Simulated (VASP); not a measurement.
A run of VASP 6.6.1:

File INCAR:

```
PREC = Accurate
ENCUT = 500
EDIFF = 1E-7
ISMEAR = -1
SIGMA = 0.05
LREAL = F
LASPH = T
NELM = 120
ALGO = Normal
ISIF = 3
LWAVE = F
LCHARG = F
GGA = PE
IBRION = 2
NSW = 80
EDIFFG = -0.01
GGA_COMPAT = F
NELMIN = 4
```

The input KPOINTS:

```
regular mesh
0
Gamma
  10 10 10
```

File POSCAR:

```
CsI
1.0
    4.5667000000      0.0000000000      0.0000000000
    0.0000000000      4.5667000000      0.0000000000
    0.0000000000      0.0000000000      4.5667000000
Cs I
1 1
Direct
    0.0000000000      0.0000000000      0.0000000000
    0.5000000000      0.5000000000      0.5000000000
```

Potentials or basis: VASP PAW PBE potentials, release 64 (Cs_sv, I).

Run with:

```bash
$ cat potpaw_PBE.64/Cs_sv/POTCAR potpaw_PBE.64/I/POTCAR > POTCAR
$ mpirun -np 1 vasp_std > vasp.out
```

Hardware: 1 thread of Intel(R) Xeon(R) 6975P-C (Granite Rapids) (shared host).

Q: Estimate the wall time of this run.

A: Run time: 98 s on 1 thread of Intel(R) Xeon(R) 6975P-C (Granite Rapids) (shared host), peak memory 0.25 GiB. Counts: scf iterations 45, k points 56, ion steps 4.
